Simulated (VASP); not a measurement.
The system is LiF.

```
Li F
1.0
     0.00000    1.99280    1.99280
     1.99280    0.00000    1.99280
     1.99280    1.99280    0.00000
Li F
1 1
Direct
  0.00000 0.00000 0.00000
  0.50000 0.50000 0.50000
```

- Program: VASP 6.6.1
- Task: relaxation of cell and atoms
- Functional: PBE
- Potentials or basis: VASP PAW PBE potentials, release 64 (Li_sv, F)
- Cutoff: 750 eV
- k mesh: 8 × 8 × 8
- Occupations: fermi-dirac, width 0.1 eV
- Spin: no spin polarisation

At the start: pressure 4.0 GPa; volume 7.91 Å³/atom.

**Question.** Where does the relaxation end?

**Answer.** Over 3 steps the energy falls by 4.8 meV/atom and the volume is 8.32 Å³/atom (+5.2 %); space group Fm-3m (No. 225, to 0.1 Å) before and after.

The path:
```
step  energy change (eV)  largest force (eV/Å)  pressure (GPa)  volume (Å³)
   1              0.0000                0.0000            3.95        15.83
   2             -0.0078                0.0000            1.62        16.28
   3             -0.0096                0.0000           -0.05        16.65
```

Final structure:
```xyz
2
Lattice="0.0000 2.0266 2.0266 2.0266 0.0000 2.0266 2.0266 2.0266 0.0000" Properties=species:S:1:pos:R:3 pbc="T T T"
Li    0.0000    0.0000    0.0000
F     2.0266    2.0266    2.0266
```
